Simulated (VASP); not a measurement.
# CS2 (Cmce) in VASP: settings compared, part 2 of 2

VASP 6.6.1. Earlier steps stand in the parts before.

### 3 Single point, LDA

This run uses another cell than the first one, of 21.90 Å³/atom.

INCAR

```
SYSTEM = CS2
PREC = Accurate
ENCUT = 520
EDIFF = 1E-6
ISMEAR = -1
SIGMA = 0.05
LREAL = .FALSE.
LASPH = .TRUE.
NELM = 80
ALGO = Normal
ISIF = 2
LWAVE = .FALSE.
LCHARG = .FALSE.
NBANDS = 25
```

KPOINTS

```
regular mesh
0
G
  6 6 3
  0 0 0
```

POSCAR

```
CS2
1.0
    2.8370763409     -2.5968811948      0.0000000000
    2.8370763409      2.5968811948      0.0000000000
    0.0000000000      0.0000000000      8.9161166826
S C
4 2
Direct
    0.1972009359      0.8027990641      0.8690633904
    0.3027990641      0.6972009359      0.3690633904
    0.6972009359      0.3027990641      0.6309366096
    0.8027990641      0.1972009359      0.1309366096
    0.5000000000      0.5000000000      0.5000000000
    0.0000000000      0.0000000000      0.0000000000
```

Potentials or basis: VASP PAW LDA potentials, release 64 (S, C).

On the command line:

```bash
$ cat potpaw_LDA.64/S/POTCAR potpaw_LDA.64/C/POTCAR > POTCAR
$ mpirun -np 1 vasp_std > vasp.out
```

OUTCAR:

```text
SYSTEM = CS2
   PREC = Accurate
   ENCUT = 520
   EDIFF = 1E-6
   ISMEAR = -1
   LREAL = .FALSE.
   LASPH = .TRUE.
   NELM = 80
   ISIF = 2

 ion  position               nearest neighbor table
   1  0.197  0.803  0.869-   6 1.55
   2  0.303  0.697  0.369-   5 1.55
   3  0.697  0.303  0.631-   5 1.55
   4  0.803  0.197  0.131-   6 1.55
   5  0.500  0.500  0.500-   2 1.55   3 1.55
   6  0.000  0.000  0.000-   1 1.55   4 1.55

  LATTYP: Found a base centered orthorhombic cell.
 ALAT       =     5.1937623896
 B/A-ratio  =     1.0924936984
 C/A-ratio  =     1.7166970712

  Lattice vectors:

 A1 = (  -2.8370763409,  -2.5968811948,   0.0000000000)
 A2 = (   2.8370763409,  -2.5968811948,   0.0000000000)
 A3 = (   0.0000000000,   0.0000000000,   8.9161166826)

Analysis of symmetry for initial positions (statically):
=====================================================================
 Subroutine PRICEL returns:
 Original cell was already a primitive cell.

 Routine SETGRP: Setting up the symmetry group for a
 base centered orthorhombic supercell.

 Subroutine GETGRP returns: Found  8 space group operations
 (whereof  4 operations were pure point group operations)
 out of a pool of  8 trial point group operations.

The static configuration has the point symmetry C_2h.
 The point group associated with its full space group is D_2h.

Analysis of symmetry for dynamics (positions and initial velocities):
=====================================================================
 Subroutine PRICEL returns:
 Original cell was already a primitive cell.

 Routine SETGRP: Setting up the symmetry group for a
 base centered orthorhombic supercell.

 Subroutine GETGRP returns: Found  8 space group operations
[... 129 lines left out ...]
   IALGO  =     38    algorithm
   IMIX   =      4    mixing-type and parameters
     AMIX     =   0.40;   BMIX     =  1.00
     AMIX_MAG =   1.60;   BMIX_MAG =  1.00
  volume/ion in A,a.u.               =      21.90       147.77
  Fermi-wavevector in a.u.,A,eV,Ry     =   1.022387  1.932031 14.221825  1.045275
  Thomas-Fermi vector in A             =   2.156063
   LORBIT       =      0    0 simple, 1 ext, 2 COOP (PROOUT), +10 PAW based schemes
   GGA     = CA    functional components
   LHFCALC =     F    Hartree Fock is set to
   AEXX    =    0.0000 exact exchange contribution
   IVDW    =     0    specifies the selected vdW correction
   LEPSILON=     F    determine dielectric tensor
   LRPA    =     F    only Hartree local field effects (RPA)
 non-spin polarized calculation
  energy-cutoff  :      520.00
  volume of cell :      131.38
 maximum number of plane-waves:      3558
 NGX is ok and might be reduce to    30
   NGX = 15   NGY = 15   NGZ = 33

 number of electron      31.9999998 magnetization

 Free energy of the ion-electron system (eV)
  ---------------------------------------------------
  ext. energy  EPLUGINS =         0.00000000
  ---------------------------------------------------
  free energy    TOTEN  =       -36.39262800 eV

  energy without entropy =      -36.39262800  energy(sigma->0) =      -36.39262800

 E-fermi :   2.0027     XC(G=0):  -8.8143

 val. band max:        0.9082318305   @ k =  -0.3333   0.3333   0.0000
 cond. band min:       3.1870848086   @ k =   0.5000   0.5000   0.0000
 fundamental gap:      2.2788529781
 Fermi energy:         2.0026611487

 k-point     1 :       0.0000    0.0000    0.0000
  band No.  band energies     occupation
      1     -14.5750      2.00000
      2     -14.3355      2.00000
      3     -12.3798      2.00000
      4     -11.9335      2.00000
      5      -6.1342      2.00000
      6      -4.9329      2.00000
[... 661 lines left out ...]
     24       8.6035      0.00000
     25       9.7896      0.00000

 [... further k-points ...]

------------------------ aborting loop because EDIFF is reached ----------------------------------------

  FORCE on cell =-STRESS in cart. coord.  units (eV):
  Direction    XX          YY          ZZ          XY          YZ          ZX
  --------------------------------------------------------------------------------------
  -------------------------------------------------------------------------------------
  Total       -0.0432012     -0.8192241     -1.0415538      0.0000000      0.0000000      0.0000000
  in kB       -0.5268381     -9.9904364    -12.7017472      0.0000000      0.0000000      0.0000000
  external PRESSURE =      -7.7396739 kB  Pullay stress =       0.0000000 kB

 VOLUME and BASIS-vectors are now :
 -----------------------------------------------------------------------------
  energy-cutoff  :      520.00
  volume of cell :      131.38
      direct lattice vectors                 reciprocal lattice vectors
     2.837076341 -2.596881195  0.000000000     0.176237767 -0.192538650  0.000000000
     2.837076341  2.596881195  0.000000000     0.176237767  0.192538650  0.000000000
     0.000000000  0.000000000  8.916116683     0.000000000  0.000000000  0.112156451

 POSITION                                       TOTAL-FORCE (eV/Angst)
 -----------------------------------------------------------------------------------
      2.83708      1.57267      7.74867         0.000000      0.186894      0.215264
      2.83708      1.02421      3.29061         0.000000     -0.186894      0.215264
      2.83708     -1.02421      5.62550         0.000000      0.186894     -0.215264
      2.83708     -1.57267      1.16745         0.000000     -0.186894     -0.215264
      2.83708      0.00000      4.45806        -0.000000     -0.000000     -0.000000
      0.00000      0.00000      0.00000         0.000000      0.000000     -0.000000
 -----------------------------------------------------------------------------------
    total drift:                                0.000000     -0.000000      0.000000

  FREE ENERGIE OF THE ION-ELECTRON SYSTEM (eV)
  ---------------------------------------------------
  free  energy   TOTEN  =       -36.3926279965 eV

  energy  without entropy=      -36.3926279965  energy(sigma->0) =      -36.39262800
```

stdout:

```text
POSCAR found type information on POSCAR S C
 POSCAR found :  2 types and       6 ions
 scaLAPACK will be used
 LDA part: xc-table for (Slater(with rela. corr.)+CA(PZ))
 , standard interpolation
 POSCAR, INCAR and KPOINTS ok, starting setup
 FFT: planning ... GRIDC
 FFT: planning ... GRID_SOFT
 FFT: planning ... GRID
 WAVECAR not read
 entering main loop
```

Run time: 65 s. Hardware: 1 thread of Intel Xeon Platinum 8488C (Sapphire Rapids), shared host; peak memory 0.23 GiB.

Results:

```yaml
Free_energy: -36.3926 eV
Pressure: -0.8 GPa
Largest_force: 0.285 eV/Å
Band_gap_on_the_k_mesh: 2.28 eV (least direct gap 2.33 eV)
```

Forces on the atoms (eV/Å):
```
S    0.000  0.187  0.215
S    0.000 -0.187  0.215
S    0.000  0.187 -0.215
S    0.000 -0.187 -0.215
C    0.000  0.000  0.000
C    0.000  0.000  0.000
```

Levels at points of the mesh, in eV from the valence-band top:
```tsv
k point	band 14	band 15	band 16	band 17	band 18	band 19
(0.00, 0.00, 0.00)	-0.89	-0.84	-0.14	2.43	2.55	3.55
(0.50, 0.00, 0.00)	-0.77	-0.36	-0.36	2.96	2.96	3.51
(0.50, 0.50, 0.00)	-1.73	-0.63	-0.05	2.28	2.67	4.50
```

A k mesh can miss the band edges.
